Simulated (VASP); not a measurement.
# MoSe3 (Pm-3m) in VASP: a series of runs

Runs on MoSe3. Level: PBE. Tasks: single point, relaxation of cell and atoms.

Program: VASP 6.6.1. These are calculated values, not measurements. Logs are shortened: lines on timing, memory, paths and dates and some standing lists are left out, and cuts for length are marked.

**1. The cell of the first run**

It takes space group Pm-3m (No. 221, cubic). The conventional cell has a = 4.279 Å, b = 4.279 Å, c = 4.279 Å, α = 90.00°, β = 90.00°, γ = 90.00°. Mo (site symmetry m-3m) has 12 Se at 3.03 Å within 4.0 Å. Within 4.0 Å of Se (site symmetry 4/mmm) lie 4 Mo at 3.03 Å and 8 Se at 3.03 Å.

**2. Single point, PBE, collinear spin**

File INCAR:

```
SYSTEM = MoSe3
ALGO = Normal
EDIFF = 1E-6
ENCUT = 520
GGA = PE
ISIF = 2
ISMEAR = 0
ISPIN = 2
LASPH = .True.
LCHARG = .False.
LMAXMIX = 4
LORBIT = 11
LREAL = .False.
LWAVE = .False.
MAGMOM = 3.28 0 0 0
NBANDS = 28
NELM = 150
PREC = Accurate
SIGMA = 0.1
```

File KPOINTS:

```
k-points
0
Gamma
  4 4 4
  0 0 0
```

File POSCAR:

```
MoSe3
1.0
    4.2785552827      0.0000000000      0.0000000000
    0.0000000000      4.2785552827      0.0000000000
    0.0000000000      0.0000000000      4.2785552827
Mo Se
1 3
Direct
    0.0000000000      0.0000000000      0.0000000000
    0.0000000000      0.5000000000      0.5000000000
    0.5000000000      0.0000000000      0.5000000000
    0.5000000000      0.5000000000      0.0000000000
```

Potentials or basis: VASP PAW PBE potentials, release 64 (Mo_sv, Se).

Started as:

```sh
$ cat potpaw_PBE.64/Mo_sv/POTCAR potpaw_PBE.64/Se/POTCAR > POTCAR
$ mpirun -np 1 vasp_std > vasp.out
```

OUTCAR:

```text
SYSTEM = MoSe3
   EDIFF = 1E-6
   ENCUT = 520
   GGA = PE
   ISIF = 2
   ISMEAR = 0
   ISPIN = 2
   LASPH = .True.
   LORBIT = 11
   LREAL = .False.
   NELM = 150
   PREC = Accurate

 ion  position               nearest neighbor table
   1  0.000  0.000  0.000-   2 3.03   3 3.03   4 3.03   2 3.03   3 3.03   2 3.03   4 3.03   2 3.03
                             3 3.03   4 3.03   3 3.03   4 3.03
   2  0.000  0.500  0.500-   1 3.03   1 3.03   1 3.03   1 3.03
   3  0.500  0.000  0.500-   1 3.03   1 3.03   1 3.03   1 3.03
   4  0.500  0.500  0.000-   1 3.03   1 3.03   1 3.03   1 3.03

  LATTYP: Found a simple cubic cell.
 ALAT       =     4.2785552827

  Lattice vectors:

 A1 = (   4.2785552827,   0.0000000000,   0.0000000000)
 A2 = (   0.0000000000,   4.2785552827,   0.0000000000)
 A3 = (   0.0000000000,   0.0000000000,   4.2785552827)

Analysis of symmetry for initial positions (statically):
=====================================================================
 Subroutine PRICEL returns:
 Original cell was already a primitive cell.

 Routine SETGRP: Setting up the symmetry group for a
 simple cubic supercell.

 Subroutine GETGRP returns: Found 48 space group operations
 (whereof 48 operations were pure point group operations)
 out of a pool of 48 trial point group operations.

The static configuration has the point symmetry O_h .

Analysis of symmetry for dynamics (positions and initial velocities):
=====================================================================
 Subroutine PRICEL returns:
 Original cell was already a primitive cell.

 Routine SETGRP: Setting up the symmetry group for a
 simple cubic supercell.

 Subroutine GETGRP returns: Found 48 space group operations
 (whereof 48 operations were pure point group operations)
 out of a pool of 48 trial point group operations.

The dynamic configuration has the point symmetry O_h .

Analysis of structural, dynamic, and magnetic symmetry:
=====================================================================
 Subroutine PRICEL returns:
 Original cell was already a primitive cell.

 Routine SETGRP: Setting up the symmetry group for a
 simple cubic supercell.

 Subroutine GETGRP returns: Found 48 space group operations
 (whereof 48 operations were pure point group operations)
 out of a pool of 48 trial point group operations.

The overall configuration has the point symmetry O_h .

 Subroutine INISYM returns: Found 48 space group operations
 (whereof 48 operations are pure point group operations),
 and found     1 'primitive' translations

----------------------------------------------------------------------------------------

                                     Primitive cell

  volume of cell :      78.3234

  direct lattice vectors                    reciprocal lattice vectors
     4.278555283  0.000000000  0.000000000     0.233723753  0.000000000  0.000000000
     0.000000000  4.278555283  0.000000000     0.000000000  0.233723753  0.000000000
     0.000000000  0.000000000  4.278555283     0.000000000  0.000000000  0.233723753

  length of vectors
     4.278555283  4.278555283  4.278555283     0.233723753  0.233723753  0.233723753

  position of ions in fractional coordinates (direct lattice)
     0.000000000  0.000000000  0.000000000
     0.000000000  0.500000000  0.500000000
     0.500000000  0.000000000  0.500000000
     0.500000000  0.500000000  0.000000000

  ion indices of the primitive-cell ions
   primitive index   ion index
                 1           1
                 2           2
                 3           3
                 4           4

----------------------------------------------------------------------------------------

 KPOINTS: k-points

Automatic generation of k-mesh.
 Grid dimensions read from file:
 generate k-points for:    4    4    4

 Generating k-lattice:

  Cartesian coordinates                     Fractional coordinates (reciprocal lattice)
     0.058430938  0.000000000  0.000000000     0.250000000  0.000000000  0.000000000
     0.000000000  0.058430938  0.000000000     0.000000000  0.250000000  0.000000000
     0.000000000  0.000000000  0.058430938     0.000000000  0.000000000  0.250000000

  Length of vectors
     0.058430938  0.058430938  0.058430938

  Shift w.r.t. Gamma in fractional coordinates (k-lattice)
     0.000000000  0.000000000  0.000000000

 Subroutine IBZKPT returns following result:
 ===========================================

 Found     10 irreducible k-points:

 Following reciprocal coordinates:
            Coordinates               Weight
  0.000000  0.000000  0.000000      1.000000
  0.250000  0.000000  0.000000      6.000000
  0.500000  0.000000  0.000000      3.000000
  0.250000  0.250000  0.000000     12.000000
  0.500000  0.250000  0.000000     12.000000
  0.500000  0.500000  0.000000      3.000000
  0.250000  0.250000  0.250000      8.000000
  0.500000  0.250000  0.250000     12.000000
  0.500000  0.500000  0.250000      6.000000
  0.500000  0.500000  0.500000      1.000000
   k-points           NKPTS =     10   k-points in BZ     NKDIM =     10   number of bands    NBANDS=     28
   number of dos      NEDOS =    301   number of ions     NIONS =      4
   total plane-waves  NPLWV =  32768
   dimension x,y,z NGX =    32 NGY =   32 NGZ =   32
   dimension x,y,z NGXF=    64 NGYF=   64 NGZF=   64
   ions per type =               1   3
   NGX,Y,Z   is equivalent  to a cutoff of  12.43, 12.43, 12.43 a.u.
   NGXF,Y,Z  is equivalent  to a cutoff of  24.87, 24.87, 24.87 a.u.
 SYSTEM =  MoSe3
   PREC   = accura    normal or accurate (medium, high low for compatibility)
   ISTART =      0    job   : 0-new  1-cont  2-samecut
   ICHARG =      2    charge: 1-file 2-atom 10-const
   ISPIN  =      2    spin polarized calculation?
   LNONCOLLINEAR =      F non collinear calculations
   LSORBIT =      F    spin-orbit coupling
   LASPH  =      T    aspherical Exc in radial PAW
   ENCUT  =  520.0 eV  38.22 Ry    6.18 a.u.   7.96  7.96  7.96*2*pi/ulx,y,z
   NELM   =    150;   NELMIN=  2; NELMDL= -5     # of ELM steps
   EDIFF  = 0.1E-05   stopping-criterion for ELM
   LREAL  =      F    real-space projection
   EDIFFG = 0.1E-04   stopping-criterion for IOM
   NSW    =      0    number of steps for IOM
   IBRION =     -1    ionic relax: 0-MD 1-quasi-New 2-CG
   NFREE  =      0    steps in history (QN), initial steepest desc. (CG)
   ISIF   =      2    stress and relaxation
   ISYM   =      2    0-nonsym 1-usesym 2-fastsym
   POTIM  = 0.5000    time-step for ionic-motion
   TEBEG  =    0.0;   TEEND  =   0.0 temperature during run
   PSTRESS=    0.0 pullay stress
   NELECT =      32.0000    total number of electrons
   NUPDOWN=      -1.0000    fix difference up-down
   EMIN   =  10.00;   EMAX   =-10.00  energy-range for DOS
   EFERMI =   0.00;   METHOD = LEGACY
   ISMEAR =     0;   SIGMA  =   0.10  broadening in eV -4-tet -1-fermi 0-gaus
   EFERMI_NEDOS =   21; number of points for ismear=-14 and -15
   IALGO  =     38    algorithm
   IMIX   =      4    mixing-type and parameters
     AMIX     =   0.40;   BMIX     =  1.00
     AMIX_MAG =   1.60;   BMIX_MAG =  1.00
  volume/ion in A,a.u.               =      19.58       132.14
  Fermi-wavevector in a.u.,A,eV,Ry     =   1.214771  2.295584 20.077683  1.475668
  Thomas-Fermi vector in A             =   2.350180
   LORBIT       =     11    0 simple, 1 ext, 2 COOP (PROOUT), +10 PAW based schemes
   GGA     = PE    functional components
   LHFCALC =     F    Hartree Fock is set to
   AEXX    =    0.0000 exact exchange contribution
   IVDW    =     0    specifies the selected vdW correction
   LEPSILON=     F    determine dielectric tensor
   LRPA    =     F    only Hartree local field effects (RPA)
 spin polarized calculation
 Gauss-broadening in eV      SIGMA  =   0.10
  energy-cutoff  :      520.00
  volume of cell :       78.32
 maximum number of plane-waves:      2176
 NGX is ok and might be reduce to    32
   NGX = 15   NGY = 15   NGZ = 15

 number of electron      31.9999999 magnetization       2.8466374

 Free energy of the ion-electron system (eV)
  ---------------------------------------------------
  ext. energy  EPLUGINS =         0.00000000
  ---------------------------------------------------
  free energy    TOTEN  =       -18.12636451 eV

  energy without entropy =      -18.11369961  energy(sigma->0) =      -18.12003206

 E-fermi :   7.3839     XC(G=0): -11.0482

 val. band max:        7.3185761724   @ k =   0.0000   0.0000   0.0000
 cond. band min:       7.4037371014   @ k =   0.2500   0.0000   0.0000
 fundamental gap:      0.0851609290
 Fermi energy:         7.3838582285

 spin component 1

 k-point     1 :       0.0000    0.0000    0.0000
  band No.  band energies     occupation
      1     -54.7456      1.00000
      2     -28.9055      1.00000
      3     -28.9055      1.00000
      4     -28.9055      1.00000
      5      -8.7895      1.00000
      6      -4.7575      1.00000
[... 20 lines left out ...]
     27      15.2311      0.00000
[... 256 lines left out ...]
      5      -6.1406      1.00000
      6      -6.1406      1.00000
[... 20 lines left out ...]
     27      17.8005      0.00000
     28      17.8005      0.00000
 Fermi energy:         7.3838582285

 spin component 2

 k-point     1 :       0.0000    0.0000    0.0000
  band No.  band energies     occupation
      1     -53.1027      1.00000
      2     -27.0867      1.00000
      3     -27.0867      1.00000
      4     -27.0867      1.00000
      5      -8.7640      1.00000
      6      -4.7825      1.00000
[... 20 lines left out ...]
     27      15.7240      0.00000
[... 257 lines left out ...]
      6      -6.1476      1.00000
[... 20 lines left out ...]
     27      17.7131      0.00000
     28      17.7131      0.00000

------------------------ aborting loop because EDIFF is reached ----------------------------------------

  FORCE on cell =-STRESS in cart. coord.  units (eV):
  Direction    XX          YY          ZZ          XY          YZ          ZX
  --------------------------------------------------------------------------------------
  -------------------------------------------------------------------------------------
  Total        0.1714180      0.1714180      0.1714180     -0.0000000      0.0000000      0.0000000
  in kB        3.5065142      3.5065142      3.5065142     -0.0000000      0.0000000      0.0000000
  external PRESSURE =       3.5065142 kB  Pullay stress =       0.0000000 kB

 VOLUME and BASIS-vectors are now :
 -----------------------------------------------------------------------------
  energy-cutoff  :      520.00
  volume of cell :       78.32
      direct lattice vectors                 reciprocal lattice vectors
     4.278555283  0.000000000  0.000000000     0.233723753  0.000000000  0.000000000
     0.000000000  4.278555283  0.000000000     0.000000000  0.233723753  0.000000000
     0.000000000  0.000000000  4.278555283     0.000000000  0.000000000  0.233723753

 POSITION                                       TOTAL-FORCE (eV/Angst)
 -----------------------------------------------------------------------------------
      0.00000      0.00000      0.00000         0.000000      0.000000      0.000000
      0.00000      2.13928      2.13928         0.000000      0.000000      0.000000
      2.13928      0.00000      2.13928         0.000000      0.000000      0.000000
      2.13928      2.13928      0.00000         0.000000      0.000000      0.000000
 -----------------------------------------------------------------------------------
    total drift:                                0.000000     -0.000000     -0.000000

  FREE ENERGIE OF THE ION-ELECTRON SYSTEM (eV)
  ---------------------------------------------------
  free  energy   TOTEN  =       -18.1263645149 eV

  energy  without entropy=      -18.1136996138  energy(sigma->0) =      -18.12003206

 total charge

# of ion       s       p       d       tot
------------------------------------------
    1        2.172   6.041   3.838  12.051
    2        1.533   2.115   0.057   3.705
    3        1.533   2.115   0.057   3.705
    4        1.533   2.115   0.057   3.705
--------------------------------------------------
tot          6.770  12.387   4.010  23.167

 magnetization (x)

# of ion       s       p       d       tot
------------------------------------------
    1        0.051   0.027   2.440   2.517
    2        0.009  -0.048   0.010  -0.029
    3        0.009  -0.048   0.010  -0.029
    4        0.009  -0.048   0.010  -0.029
--------------------------------------------------
tot          0.078  -0.118   2.469   2.429
```

It took 76 s on 1 thread of Intel Xeon 8259CL, shared host; peak memory 0.21 GiB.

Results:

```yaml
Free_energy: -18.1264 eV
Pressure: 0.4 GPa
Net_moment: 2.85 μB per cell
Site_moments: Mo +2.52; Se -0.03 μB
Valence_electrons_inside_the_program's_atomic_spheres: Mo 12.05; Se 3.71
```

Caveat: the k points lie up to 0.37 Å⁻¹ apart.

**3. Single point, PBE, collinear spin**

This run uses another cell than the first one, of 22.75 Å³/atom.

File INCAR:

```
SYSTEM = MoSe3
PREC = Accurate
ENCUT = 520
EDIFF = 1E-7
ISMEAR = 0
SIGMA = 0.1
LREAL = .False.
LASPH = .True.
NELM = 150
ALGO = Normal
ISIF = 2
LWAVE = .False.
LCHARG = .False.
ISPIN = 2
MAGMOM = 1 0 0 0
LORBIT = 11
LMAXMIX = 4
GGA = PE
NBANDS = 28
```

File KPOINTS:

```
Automatic mesh
0
Gamma
  4 4 4
  0 0 0
```

File POSCAR:

```
MoSe3
1.0
    4.4978242131      0.0000000000      0.0000000000
    0.0000000000      4.4978242131      0.0000000000
    0.0000000000      0.0000000000      4.4978242131
Mo Se
1 3
Direct
    0.0000000000      0.0000000000      0.0000000000
    0.0000000000      0.5000000000      0.5000000000
    0.5000000000      0.0000000000      0.5000000000
    0.5000000000      0.5000000000      0.0000000000
```

Potentials or basis: VASP PAW PBE potentials, release 64 (Mo_sv, Se).

Started as:

```sh
$ cat potpaw_PBE.64/Mo_sv/POTCAR potpaw_PBE.64/Se/POTCAR > POTCAR
$ mpirun -np 1 vasp_std > vasp.out
```

It took 2.7 min on 1 thread of Intel Xeon 8259CL, shared host; peak memory 0.25 GiB.

Results (log left out):

```yaml
Free_energy: -17.2519 eV
Pressure: -12.4 GPa
Net_moment: -0.08 μB per cell
Valence_electrons_inside_the_program's_atomic_spheres: Mo 11.94; Se 3.63
```

Levels at points of the mesh, in eV from the Fermi level:
Spin up:
| k point | band 13 | band 14 | band 15 | band 16 | band 17 | band 18 | band 19 | band 20 |
| --- | --- | --- | --- | --- | --- | --- | --- | --- |
| (0.00, 0.00, 0.00) | -1.23 | -0.72 | -0.72 | -0.53 | -0.53 | -0.53 | 0.56 | 0.73 |
| (0.50, 0.00, 0.00) | -2.61 | -2.05 | -0.49 | -0.49 | -0.44 | -0.11 | 1.63 | 1.80 |
| (0.50, 0.50, 0.00) | -2.69 | -2.41 | -0.65 | -0.13 | 0.07 | 0.97 | 1.60 | 1.60 |
| (0.50, 0.50, 0.50) | -0.01 | 0.00 | 0.00 | 0.00 | 0.15 | 0.98 | 0.98 | 0.98 |
Spin down:
```csv
k point,band 13,band 14,band 15,band 16,band 17,band 18,band 19,band 20
"(0.00, 0.00, 0.00)",-1.25,-0.70,-0.70,-0.56,-0.56,-0.56,0.55,0.69
"(0.50, 0.00, 0.00)",-2.63,-2.08,-0.52,-0.52,-0.47,-0.08,1.64,1.78
"(0.50, 0.50, 0.00)",-2.70,-2.44,-0.63,-0.11,0.04,0.93,1.57,1.57
"(0.50, 0.50, 0.50)",-0.03,-0.03,0.02,0.02,0.15,0.96,0.96,0.96
```

Caveat: the cell stands under tension.

(Part 1 of 2 ends here.)
